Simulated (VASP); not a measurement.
Set up this calculation in VASP 6.6.1, as the native input.

```yaml
Task: single point
Functional: PBEsol
Potentials_or_basis: VASP PAW PBE potentials, release 64 (In_d, As)
Cutoff: 520 eV
k_mesh: 12 × 12 × 10
Occupations: gaussian, width 0.1 eV
Spin: no spin polarisation
Dipole_correction: no
Further_INCAR_settings: ALGO = Normal; EDIFF = 1e-06; NBANDS = 26
```

The structure of InAs lies in POSCAR:

```
InAs
1.0
    3.0435760268      3.0435760268      0.0000000000
   -3.0435760268      3.0435760268      0.0000000000
    0.0000000000      0.0000000000      5.9045374920
In As
2 2
Direct
    0.5000000000      0.0000000000      0.2500000000
    0.0000000000      0.5000000000      0.7500000000
    0.0000000000      0.0000000000      0.0000000000
    0.5000000000      0.5000000000      0.5000000000
```

This cell differs from its parent crystal: strain along c alone, the other axes held: -3.0 %.

The input as run:

INCAR

```
ALGO     = Normal         # electronic algorithm
EDIFF    = 1E-6           # SCF threshold, eV
ENCUT    = 520            # plane-wave cutoff, eV
GGA      = PS             # functional
ISIF     = 2              # what is computed and relaxed
ISMEAR   = 0              # smearing method
LASPH    = T              # aspherical terms in the spheres
LCHARG   = F              # write CHGCAR
LREAL    = F              # projectors in reciprocal space
LWAVE    = F              # write WAVECAR
NBANDS   = 26             # bands
NELM     = 100            # most SCF steps
PREC     = Accurate       # precision mode
SIGMA    = 0.1            # smearing width, eV
```

KPOINTS

```
k-points
0
Gamma
  12 12 10
```

Potentials or basis: VASP PAW PBE potentials, release 64 (In_d, As).

The run is started by

```bash
$ cat potpaw_PBE.64/In_d/POTCAR potpaw_PBE.64/As/POTCAR > POTCAR
$ mpirun -np 1 vasp_std > vasp.out
```

Results of the run:

The pressure is 1.9 GPa and the band gap on the k mesh is 0.14 eV.

Caveat: the cell differs from its parent crystal (strain along c alone, the other axes held: -3.0 %); the PAW data sets were made with another functional, which shifts forces and pressure a little; spin-orbit coupling is left out, which moves the levels of the heavy elements.

It took 2.8 min on 1 thread of Intel(R) Xeon(R) 6975P-C (Granite Rapids), on a shared host, peak memory 0.51 GiB.
